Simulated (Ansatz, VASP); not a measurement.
**Two plane-wave programs on Ni**

```xyz
2
Lattice="0.0000 2.0538 4.3176 1.2178 0.0000 4.3176 1.2178 2.0538 0.0000" Properties=species:S:1:pos:R:3 pbc="T T T"
Ni    1.2178    2.0538    7.4962
Ni    1.2178    2.0538    1.1389
```

Alike in both runs: functional PBEsol; k mesh 26 × 26 × 26; occupations gaussian, width 0.1 eV; no spin polarisation.

Ansatz relaxed the structure, and its values are those at the end. VASP's run is a single point on that final structure, the one shown.

```csv
,VASP,Ansatz
version,VASP 6.6.1,Ansatz 0.2.0
potentials or method,"VASP PAW PBE potentials, release 64 (Ni), cutoff 520 eV","scalar-relativistic, plane waves, PAW"
valence electrons in the cell,20,36
```

```tsv
	VASP	Ansatz	Ansatz less VASP
gap on the k mesh at the Fermi level (eV)	none	none	-
pressure (GPa)	0.0	0.0	+0.02
```

VASP's potentials were made for PBE, not for PBEsol. A gap of «none» marks a metal or a gap that the smearing closes. VASP's potentials hold 20 valence electrons a cell and Ansatz's 36, so a difference there can come from the potentials and not from the codes.
